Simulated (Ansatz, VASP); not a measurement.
**LiF in VASP and in Ansatz**

The input INCAR:

```
SYSTEM = LiF
ALGO = Normal
EDIFF = 1E-6
EDIFFG = -0.04
ENCUT = 600
GGA = PE
IBRION = 2
ISIF = 3
ISMEAR = 0
LASPH = .True.
LCHARG = .False.
LREAL = .False.
LWAVE = .False.
NELM = 60
NSW = 90
PREC = Accurate
SIGMA = 0.1
```

Contents of KPOINTS:

```
k-points
0
Gamma
  8 8 8
  0 0 0
```

The input POSCAR:

```
LiF
1.0
   -1.4232357500      1.4232357500      6.0494436300
    1.4232357500     -1.4232357500      6.0494436300
    1.4232357500      1.4232357500     -6.0494436300
Li F
3 3
Direct
    0.0000000000      0.0000000000      0.0000000000
    0.6778756600      0.6778756600      0.0000000000
    0.3221243400      0.3221243400      0.0000000000
    0.1476332300      0.1476332300      0.0000000000
    0.8523667700      0.8523667700      0.0000000000
    0.5000000000      0.5000000000      0.0000000000
```

Input for Ansatz:

```yaml
crystal:
  lattice:
    - [-1.42323575, 1.42323575, 6.04944363]
    - [1.42323575, -1.42323575, 6.04944363]
    - [1.42323575, 1.42323575, -6.04944363]
  atoms:
    - { symbol: Li, position: [0.0, 0.0, 0.0] }
    - { symbol: Li, position: [0.67787566, 0.67787566, 0.0] }
    - { symbol: Li, position: [0.32212434, 0.32212434, 0.0] }
    - { symbol: F, position: [0.14763323, 0.14763323, 0.0] }
    - { symbol: F, position: [0.85236677, 0.85236677, 0.0] }
    - { symbol: F, position: [0.5, 0.5, 0.0] }
basis:
  ecutwfc: 420
kpoints:
  mp_grid: { grid: [8, 8, 8] }
hamiltonian:
  xc: pbe
scf:
  occupations: { method: gaussian, width: 0.1 }
  lower_state_search: "off"
output:
  forces: true
  stress: true
  eigenvalues: true
relax:
  adjacent_minimum: "off"
  f_tol: 0.04
  max_steps: 70
  cell: { stress_tol: 0.4 }
```

Alike in both runs: task relaxation of cell and atoms; functional PBE; k mesh 8 × 8 × 8; occupations gaussian, width 0.1 eV; no spin polarisation.

|  | VASP | Ansatz |
| --- | --- | --- |
| version | VASP 6.6.1 | Ansatz 0.2.0 |
| potentials or method | VASP PAW PBE potentials, release 64 (Li_sv, F), cutoff 600 eV | scalar-relativistic, plane waves, PAW |
| valence electrons in the cell | 30 | 30 |

|  | VASP | Ansatz | Ansatz less VASP |
| --- | --- | --- | --- |
| gap on the k mesh at the Fermi level, each at its own relaxed structure (eV) | 8.92 | 8.86 | -0.063 |
| relaxed volume (Å³/atom) | 8.32 | 8.39 | +0.065 |
| relaxed length of the cell vector where the two differ most in proportion (Å) | 6.417 | 6.424 | +0.0069 |

Noted on VASP's run: the cutoff is under 1.25 times that of the potentials, so the pressure is a little rough.
